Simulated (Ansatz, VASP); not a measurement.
Two plane-wave programs on SnO2

```
Sn O
1.0
     1.48168    0.85545    5.71817
    -1.48168    0.85545    5.71817
     0.00000   -1.71089    5.71817
Sn O
1 2
Direct
  0.50000 0.50000 0.50000
  0.23717 0.23717 0.23717
  0.76283 0.76283 0.76283
```

Alike in both runs: task single point; functional r2SCAN; k mesh 12 × 12 × 12; occupations gaussian, width 0.05 eV; no spin polarisation.

|  | VASP | Ansatz |
| --- | --- | --- |
| version | VASP 6.6.1 | Ansatz 0.2.0 |
| potentials or method | VASP PAW PBE potentials, release 64 (Sn_d, O), cutoff 520 eV | scalar-relativistic, plane waves, PAW |
| valence electrons in the cell | 26 | 26 |

VASP gave:

* gap on the k mesh at the Fermi level (eV): 3.63
* least direct gap on the mesh (eV): 3.64
* pressure (GPa): 9.7
* traceless stress, the component that is largest in VASP (GPa): -26.66
* rms of the force components (eV/Å): 0.850

**Question.** Which values does Ansatz return?

**Answer.** gap on the k mesh at the Fermi level (eV): 3.63; least direct gap on the mesh (eV): 3.64; pressure (GPa): 8.5; traceless stress, the component that is largest in VASP (GPa): -26.28; rms of the force components (eV/Å): 0.908.

VASP's potentials were made for PBE, not for r2SCAN. Atom by atom the forces differ by 0.058 eV/Å (rms over components).
